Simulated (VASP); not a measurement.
C, 8 atoms in the cell. Symmetry: P6_3/mmc, No. 194, hexagonal system. The conventional cell has a = 2.402 Å, b = 2.402 Å, c = 8.789 Å, α = 90.00°, β = 90.00°, γ = 120.00°. Within 2.0 Å of C (site symmetry 3m) lie 4 C at 1.49 to 1.63 Å. Within 2.0 Å of C (site symmetry 3m) lie 4 C at 1.49 to 1.66 Å. 

* Program: VASP 6.6.1
* Task: single point
* Functional: LDA
* Potentials or basis: VASP PAW LDA potentials, release 64 (C)
* Cutoff: 520 eV
* k mesh: 12 × 12 × 4
* Occupations: gaussian, width 0.05 eV
* Spin: no spin polarisation
* Dipole correction: no
* Further INCAR settings: ALGO = Normal; EDIFF = 1e-07; NBANDS = 26

Potentials or basis: VASP PAW LDA potentials, release 64 (C).

Launch:

```sh
$ cat potpaw_LDA.64/C/POTCAR > POTCAR
$ mpirun -np 1 vasp_std > vasp.out
```

Hardware: 1 thread of Intel(R) Xeon(R) Platinum 8559C (Emerald Rapids), on a shared host.

Task: How long does it take, and how much memory?

Result: It took 31 s on 1 thread of Intel(R) Xeon(R) Platinum 8559C (Emerald Rapids), on a shared host, peak memory 0.16 GiB. Counts: scf iterations 12, k points 57.
